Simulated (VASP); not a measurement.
# BaTe (P4mm) in VASP: notebook

BaTe is run at these levels: PBEsol; tasks: single point.

Program: VASP 6.6.1. These are calculated values, not measurements. Logs are shortened: lines on timing, memory, paths and dates and some standing lists are left out, and cuts for length are marked.

**1. The cell of the first run**

It takes space group P4mm (No. 99, tetragonal). The conventional cell has a = 4.262 Å, b = 4.262 Å, c = 4.262 Å, α = 90.00°, β = 90.00°, γ = 90.00°. Ba (site symmetry 4mm) has 8 Te at 3.57 to 3.83 Å and 6 Ba at 4.26 Å within 4.7 Å. Within 4.7 Å of Te (site symmetry 4mm) lie 8 Ba at 3.57 to 3.83 Å and 6 Te at 4.26 Å.

**2. Single point, PBEsol (one atom moved)**

Contents of INCAR:

```
SYSTEM = BaTe
ALGO = Normal ; EDIFF = 1E-6
ENCUT = 520 ; GGA = PS
ISIF = 2 ; ISMEAR = 0
LASPH = .True. ; LCHARG = .False.
LREAL = .False. ; LWAVE = .False.
NBANDS = 15 ; NELM = 80
PREC = Accurate ; SIGMA = 0.02
```

Contents of KPOINTS:

```
k-points
0
Gamma
  6 6 6
  0 0 0
```

Contents of POSCAR:

```
BaTe
1.0
    4.2624660000      0.0000000000      0.0000000000
    0.0000000000      4.2624660000      0.0000000000
    0.0000000000      0.0000000000      4.2624660000
Ba Te
1 1
Direct
    0.0000000000      0.0000000000      0.0000000000
    0.5000000000      0.5527863448      0.5000000000
```

Potentials or basis: VASP PAW PBE potentials, release 64 (Ba_sv, Te).

Command:

```
$ cat potpaw_PBE.64/Ba_sv/POTCAR potpaw_PBE.64/Te/POTCAR > POTCAR
$ mpirun -np 1 vasp_std > vasp.out
```

OUTCAR:

```text
SYSTEM = BaTe
   EDIFF = 1E-6
   ENCUT = 520
   GGA = PS
   ISIF = 2
   ISMEAR = 0
   LASPH = .True.
   LREAL = .False.
   NELM = 80
   PREC = Accurate

 ion  position               nearest neighbor table
   1  0.000  0.000  0.000-   2 3.57   2 3.57   2 3.57   2 3.57   2 3.83   2 3.83   2 3.83   2 3.83

   2  0.500  0.553  0.500-   1 3.57   1 3.57   1 3.57   1 3.57   1 3.83   1 3.83   1 3.83   1 3.83

  LATTYP: Found a simple cubic cell.
 ALAT       =     4.2624660000

  Lattice vectors:

 A1 = (   4.2624660000,   0.0000000000,   0.0000000000)
 A2 = (   0.0000000000,   4.2624660000,   0.0000000000)
 A3 = (   0.0000000000,   0.0000000000,   4.2624660000)

Analysis of symmetry for initial positions (statically):
=====================================================================
 Subroutine PRICEL returns:
 Original cell was already a primitive cell.

 Routine SETGRP: Setting up the symmetry group for a
 simple cubic supercell.

 Subroutine GETGRP returns: Found  8 space group operations
 (whereof  8 operations were pure point group operations)
 out of a pool of 48 trial point group operations.

The static configuration has the point symmetry C_4v.

Analysis of symmetry for dynamics (positions and initial velocities):
=====================================================================
 Subroutine PRICEL returns:
 Original cell was already a primitive cell.

 Routine SETGRP: Setting up the symmetry group for a
 simple cubic supercell.

 Subroutine GETGRP returns: Found  8 space group operations
 (whereof  8 operations were pure point group operations)
 out of a pool of 48 trial point group operations.

The dynamic configuration has the point symmetry C_4v.

 Subroutine INISYM returns: Found  8 space group operations
 (whereof  8 operations are pure point group operations),
 and found     1 'primitive' translations

----------------------------------------------------------------------------------------

                                     Primitive cell

  volume of cell :      77.4431

  direct lattice vectors                    reciprocal lattice vectors
     4.262466000  0.000000000  0.000000000     0.234605977  0.000000000  0.000000000
     0.000000000  4.262466000  0.000000000     0.000000000  0.234605977  0.000000000
     0.000000000  0.000000000  4.262466000     0.000000000  0.000000000  0.234605977

  length of vectors
     4.262466000  4.262466000  4.262466000     0.234605977  0.234605977  0.234605977

  position of ions in fractional coordinates (direct lattice)
     0.000000000  0.000000000  0.000000000
     0.500000000  0.552786345  0.500000000

  ion indices of the primitive-cell ions
   primitive index   ion index
                 1           1
                 2           2

----------------------------------------------------------------------------------------

 KPOINTS: k-points

Automatic generation of k-mesh.
 Grid dimensions read from file:
 generate k-points for:    6    6    6

 Generating k-lattice:

  Cartesian coordinates                     Fractional coordinates (reciprocal lattice)
     0.039100996  0.000000000  0.000000000     0.166666667  0.000000000  0.000000000
     0.000000000  0.039100996  0.000000000     0.000000000  0.166666667  0.000000000
     0.000000000  0.000000000  0.039100996     0.000000000  0.000000000  0.166666667

  Length of vectors
     0.039100996  0.039100996  0.039100996

  Shift w.r.t. Gamma in fractional coordinates (k-lattice)
     0.000000000  0.000000000  0.000000000

 Subroutine IBZKPT returns following result:
 ===========================================

 Found     40 irreducible k-points:

 Following reciprocal coordinates:
            Coordinates               Weight
  0.000000  0.000000  0.000000      1.000000
  0.166667  0.000000  0.000000      4.000000
  0.000000  0.166667  0.000000      2.000000
  0.333333  0.000000  0.000000      4.000000
  0.000000  0.333333  0.000000      2.000000
  0.500000  0.000000  0.000000      2.000000
[... 16 lines left out ...]
  0.166667  0.166667  0.166667      8.000000
  0.333333  0.166667  0.166667     16.000000
 [... further k-points ...]
   k-points           NKPTS =     40   k-points in BZ     NKDIM =     40   number of bands    NBANDS=     15
   number of dos      NEDOS =    301   number of ions     NIONS =      2
   total plane-waves  NPLWV =  32768
   dimension x,y,z NGX =    32 NGY =   32 NGZ =   32
   dimension x,y,z NGXF=    64 NGYF=   64 NGZF=   64
   ions per type =               1   1
   NGX,Y,Z   is equivalent  to a cutoff of  12.48, 12.48, 12.48 a.u.
   NGXF,Y,Z  is equivalent  to a cutoff of  24.96, 24.96, 24.96 a.u.
 SYSTEM =  BaTe
   PREC   = accura    normal or accurate (medium, high low for compatibility)
   ISTART =      0    job   : 0-new  1-cont  2-samecut
   ICHARG =      2    charge: 1-file 2-atom 10-const
   ISPIN  =      1    spin polarized calculation?
   LNONCOLLINEAR =      F non collinear calculations
   LSORBIT =      F    spin-orbit coupling
   LASPH  =      T    aspherical Exc in radial PAW
   ENCUT  =  520.0 eV  38.22 Ry    6.18 a.u.   7.93  7.93  7.93*2*pi/ulx,y,z
   NELM   =     80;   NELMIN=  2; NELMDL= -5     # of ELM steps
   EDIFF  = 0.1E-05   stopping-criterion for ELM
   LREAL  =      F    real-space projection
   EDIFFG = 0.1E-04   stopping-criterion for IOM
   NSW    =      0    number of steps for IOM
   IBRION =     -1    ionic relax: 0-MD 1-quasi-New 2-CG
   NFREE  =      0    steps in history (QN), initial steepest desc. (CG)
   ISIF   =      2    stress and relaxation
   ISYM   =      2    0-nonsym 1-usesym 2-fastsym
   POTIM  = 0.5000    time-step for ionic-motion
   TEBEG  =    0.0;   TEEND  =   0.0 temperature during run
   PSTRESS=    0.0 pullay stress
   NELECT =      16.0000    total number of electrons
   NUPDOWN=      -1.0000    fix difference up-down
   EMIN   =  10.00;   EMAX   =-10.00  energy-range for DOS
   EFERMI =   0.00;   METHOD = LEGACY
   ISMEAR =     0;   SIGMA  =   0.02  broadening in eV -4-tet -1-fermi 0-gaus
   EFERMI_NEDOS =   21; number of points for ismear=-14 and -15
   IALGO  =     38    algorithm
   IMIX   =      4    mixing-type and parameters
     AMIX     =   0.40;   BMIX     =  1.00
     AMIX_MAG =   1.60;   BMIX_MAG =  1.00
  volume/ion in A,a.u.               =      38.72       261.31
  Fermi-wavevector in a.u.,A,eV,Ry     =   0.967804  1.828884 12.743813  0.936644
  Thomas-Fermi vector in A             =   2.097720
   LORBIT       =      0    0 simple, 1 ext, 2 COOP (PROOUT), +10 PAW based schemes
   GGA     = PS    functional components
   LHFCALC =     F    Hartree Fock is set to
   AEXX    =    0.0000 exact exchange contribution
   IVDW    =     0    specifies the selected vdW correction
   LEPSILON=     F    determine dielectric tensor
   LRPA    =     F    only Hartree local field effects (RPA)
 non-spin polarized calculation
 Gauss-broadening in eV      SIGMA  =   0.02
  energy-cutoff  :      520.00
  volume of cell :       77.44
 maximum number of plane-waves:      2176
 NGX is ok and might be reduce to    32
   NGX = 15   NGY = 15   NGZ = 15

 number of electron      15.9999999 magnetization

 Free energy of the ion-electron system (eV)
  ---------------------------------------------------
  ext. energy  EPLUGINS =         0.00000000
  ---------------------------------------------------
  free energy    TOTEN  =        -8.88838929 eV

  energy without entropy =       -8.88838929  energy(sigma->0) =       -8.88838929

 E-fermi :   3.7864     XC(G=0):  -8.9262

 val. band max:        3.6303081984   @ k =   0.5000   0.0000   0.5000
 cond. band min:       4.3796623747   @ k =   0.0000   0.0000   0.0000
 fundamental gap:      0.7493541763
 Fermi energy:         3.7863623061

 k-point     1 :       0.0000    0.0000    0.0000
  band No.  band energies     occupation
      1     -24.3734      2.00000
      2      -9.4098      2.00000
      3      -9.3939      2.00000
      4      -9.3939      2.00000
      5      -6.7205      2.00000
      6       3.0889      2.00000
      7       3.2792      2.00000
      8       3.2792      2.00000
      9       4.3797      0.00000
     10       4.6885      0.00000
     11       5.8855      0.00000
     12       8.1915      0.00000
     13       8.2669      0.00000
     14       8.2669      0.00000
     15      11.8812      0.00000

 k-point     2 :       0.1667    0.0000    0.0000
  band No.  band energies     occupation
      1     -24.3667      2.00000
      2      -9.5621      2.00000
      3      -9.3920      2.00000
      4      -9.3808      2.00000
      5      -6.5259      2.00000
      6       2.0800      2.00000
      7       3.0804      2.00000
      8       3.1445      2.00000
      9       4.6778      0.00000
     10       5.2539      0.00000
     11       6.9144      0.00000
     12       8.1913      0.00000
     13       8.3610      0.00000
     14       8.4756      0.00000
     15      10.5769      0.00000

 k-point     3 :       0.0000    0.1667    0.0000
  band No.  band energies     occupation
      1     -24.3667      2.00000
      2      -9.5678      2.00000
      3      -9.3812      2.00000
      4      -9.3812      2.00000
      5      -6.5329      2.00000
      6       2.0510      2.00000
      7       3.1576      2.00000
      8       3.1576      2.00000
      9       4.5312      0.00000
     10       5.3223      0.00000
     11       6.9856      0.00000
     12       8.2780      0.00000
     13       8.3506      0.00000
     14       8.3506      0.00000
     15      10.7086      0.00000
[... 343 lines left out ...]
 k-point    23 :       0.1667    0.1667    0.1667
  band No.  band energies     occupation
      1     -24.3537      2.00000
      2      -9.5854      2.00000
      3      -9.4753      2.00000
      4      -9.4728      2.00000
      5      -6.2968      2.00000
      6       1.9748      2.00000
      7       2.3907      2.00000
      8       2.4031      2.00000
      9       5.7078      0.00000
     10       5.7404      0.00000
     11       7.3471      0.00000
     12       7.9917      0.00000
     13       8.0172      0.00000
     14       9.2304      0.00000
     15      11.5264      0.00000

 k-point    24 :       0.3333    0.1667    0.1667
  band No.  band energies     occupation
      1     -24.3406      2.00000
      2      -9.7710      2.00000
      3      -9.4778      2.00000
      4      -9.4447      2.00000
      5      -6.1130      2.00000
      6       1.1501      2.00000
      7       2.1838      2.00000
      8       2.6491      2.00000
      9       5.6423      0.00000
     10       6.6523      0.00000
     11       7.1553      0.00000
     12       8.1133      0.00000
     13       8.7269      0.00000
     14       9.0850      0.00000
     15      10.6290      0.00000

 [... further k-points ...]
[... 5 lines left out ...]
  --------------------------------------------------------------------------------------
  -------------------------------------------------------------------------------------
  Total       -0.6600355     -0.6917824     -0.6600355     -0.0000000     -0.0000000      0.0000000
  in kB      -13.6551062    -14.3119009    -13.6551062     -0.0000000     -0.0000000      0.0000000
  external PRESSURE =     -13.8740378 kB  Pullay stress =       0.0000000 kB

 VOLUME and BASIS-vectors are now :
 -----------------------------------------------------------------------------
  energy-cutoff  :      520.00
  volume of cell :       77.44
      direct lattice vectors                 reciprocal lattice vectors
     4.262466000  0.000000000  0.000000000     0.234605977  0.000000000  0.000000000
     0.000000000  4.262466000  0.000000000     0.000000000  0.234605977  0.000000000
     0.000000000  0.000000000  4.262466000     0.000000000  0.000000000  0.234605977

 POSITION                                       TOTAL-FORCE (eV/Angst)
 -----------------------------------------------------------------------------------
      0.00000      0.00000      0.00000        -0.000000      0.192229      0.000000
      2.13123      2.35623      2.13123         0.000000     -0.192229     -0.000000
 -----------------------------------------------------------------------------------
    total drift:                                0.000000     -0.000497     -0.000000

  FREE ENERGIE OF THE ION-ELECTRON SYSTEM (eV)
  ---------------------------------------------------
  free  energy   TOTEN  =        -8.8883892939 eV

  energy  without entropy=       -8.8883892939  energy(sigma->0) =       -8.88838929
```

Wall time 22 s (1 thread of Intel Xeon 6975P-C, shared host); peak memory 0.21 GiB.

What came out:

- Free energy: -8.8884 eV
- Pressure: -1.4 GPa
- Largest force: 0.192 eV/Å
- Band gap on the k mesh: 0.75 eV, indirect (least direct gap 0.96 eV)

Forces in eV/Å, atoms in the order of the input:
```
Ba   0.000  0.192  0.000
Te   0.000 -0.192  0.000
```

Levels at points of the mesh, in eV from the valence-band top:
```csv
k point,band 5,band 6,band 7,band 8,band 9,band 10,band 11,band 12
"(0.00, 0.00, 0.00)",-10.35,-0.54,-0.35,-0.35,0.75,1.06,2.26,4.56
"(0.50, 0.00, 0.00)",-9.59,-3.37,-0.87,-0.77,1.54,4.30,4.87,4.89
"(0.00, 0.50, 0.00)",-9.61,-3.36,-0.83,-0.83,1.53,4.87,4.88,4.95
"(0.50, 0.50, 0.00)",-9.78,-2.04,-2.01,-0.05,0.98,2.52,2.94,3.06
"(0.50, 0.00, 0.50)",-9.82,-2.01,-2.01,0.00,0.96,2.65,2.98,2.98
"(0.50, 0.50, 0.50)",-9.45,-2.86,-2.86,-2.85,4.56,4.56,4.73,6.37
```

Caveat: the cell differs from its parent crystal (one atom moved); the PAW data sets were made with another functional, which shifts forces and pressure a little; spin-orbit coupling is left out, which moves the levels of the heavy elements.

**3. Single point, PBEsol (one atom moved)**

Contents of INCAR:

```
SYSTEM = BaTe
ALGO = Normal ; EDIFF = 1E-7
ENCUT = 520 ; GGA = PS
ISIF = 2 ; ISMEAR = 0
LASPH = .True. ; LCHARG = .False.
LREAL = .False. ; LWAVE = .False.
NBANDS = 15 ; NELM = 100
PREC = Accurate ; SIGMA = 0.02
```

KPOINTS is that of step 2.

POSCAR: that of step 2 with these lines changed.

```diff
@@ -9,2 +9,2 @@
     0.0000000000      0.0000000000      0.0000000000
-    0.5000000000      0.5527863448      0.5000000000
+    0.5000000000      0.5000000000      0.5879772413
```

Potentials or basis: VASP PAW PBE potentials, release 64 (Ba_sv, Te).

Command:

```
$ cat potpaw_PBE.64/Ba_sv/POTCAR potpaw_PBE.64/Te/POTCAR > POTCAR
$ mpirun -np 1 vasp_std > vasp.out
```

Wall time 24 s (1 thread of Intel Xeon 6975P-C, shared host); peak memory 0.21 GiB.

It converged, with:

```
Free energy            : -8.8467 eV
Pressure               : -0.8 GPa
Largest force          : 0.371 eV/Å
Band gap on the k mesh : 0.81 eV, indirect (least direct gap 1.07 eV)
```

Forces in eV/Å, atoms in the order of the input:
```
Ba   0.000  0.000  0.371
Te   0.000  0.000 -0.371
```

Stress tensor (GPa, compression positive):
```
-0.69  0.00  0.00
 0.00 -0.69  0.00
 0.00  0.00 -0.90
```

Levels at points of the mesh, in eV from the valence-band top:
```tsv
k point	band 5	band 6	band 7	band 8	band 9	band 10	band 11	band 12
(0.00, 0.00, 0.00)	-10.27	-0.70	-0.31	-0.31	0.81	1.52	2.32	4.59
(0.50, 0.00, 0.00)	-9.50	-3.29	-0.88	-0.61	1.58	3.90	4.90	4.95
(0.00, 0.00, 0.50)	-9.57	-3.27	-0.76	-0.76	1.56	4.96	4.97	5.05
(0.50, 0.50, 0.00)	-9.78	-1.94	-1.94	0.00	1.07	2.97	3.13	3.13
(0.00, 0.50, 0.50)	-9.68	-2.02	-1.95	-0.13	1.14	2.62	3.04	3.33
(0.50, 0.50, 0.50)	-9.42	-2.75	-2.75	-2.74	4.44	4.44	4.85	6.48
```

Caveat: the cell differs from its parent crystal (one atom moved); the PAW data sets were made with another functional, which shifts forces and pressure a little; spin-orbit coupling is left out, which moves the levels of the heavy elements. A k mesh can miss the band edges.
